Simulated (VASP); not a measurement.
Input of a VASP 6.6.1 run:

INCAR

```
PREC = Accurate ; ENCUT = 520
EDIFF = 1E-6 ; ISMEAR = -1
SIGMA = 0.05 ; LREAL = False
LASPH = True ; NELM = 80
ALGO = Normal ; ISIF = 2
LWAVE = False ; LCHARG = False
GGA = CA ; NBANDS = 14
```

The input KPOINTS:

```
Automatic mesh
0
Gamma
  8 8 8
```

Contents of POSCAR:

```
TiAl
1.0
    3.1253309879      0.0000000000      0.0000000000
    0.0000000000      3.1253309879      0.0000000000
    0.0000000000      0.0000000000      3.1253309879
Ti Al
1 1
Direct
    0.0000000000      0.0000000000      0.0000000000
    0.5000000000      0.5000000000      0.5000000000
```

Potentials or basis: VASP PAW LDA potentials, release 64 (Ti_sv, Al).

The run is started by

```sh
$ cat potpaw_LDA.64/Ti_sv/POTCAR potpaw_LDA.64/Al/POTCAR > POTCAR
$ mpirun -np 1 vasp_std > vasp.out
```

(1) Predict the pressure.

## Answers

(1) 0.1 GPa.
